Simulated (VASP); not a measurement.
Cu, 2 atoms in the cell. The structure is orthorhombic, space group Cmcm (No. 63). Conventional cell: a = 2.296 Å, b = 8.790 Å, c = 2.468 Å, α = 90.00°, β = 90.00°, γ = 90.00°. Cu (site symmetry m2m) has 10 Cu at 2.30 to 2.66 Å within 3.0 Å.  This cell differs from its parent crystal: normal strain along x -0.0550, normal strain along y +0.1100.

```yaml
Program: VASP 6.6.1
Task: single point
Functional: PBEsol
Potentials_or_basis: VASP PAW PBE potentials, release 64 (Cu)
Cutoff: 520 eV
k_mesh: 20 × 20 × 18
Occupations: gaussian, width 0.15 eV
Spin: no spin polarisation
Dipole_correction: no
Further_INCAR_settings: ALGO = Fast; EDIFF = 1e-06; NBANDS = 18
```

Potentials or basis: VASP PAW PBE potentials, release 64 (Cu).

The run is started by

```sh
$ cat potpaw_PBE.64/Cu/POTCAR > POTCAR
$ mpirun -np 1 vasp_std > vasp.out
```

Hardware: 1 thread of Intel Xeon 8259CL (shared host).

Problem. How long does it take, and how much memory?

Solution. Run time: 12 min on 1 thread of Intel Xeon 8259CL, with other jobs on the host, peak memory 0.51 GiB. Counts: scf iterations 16, k points 1110.
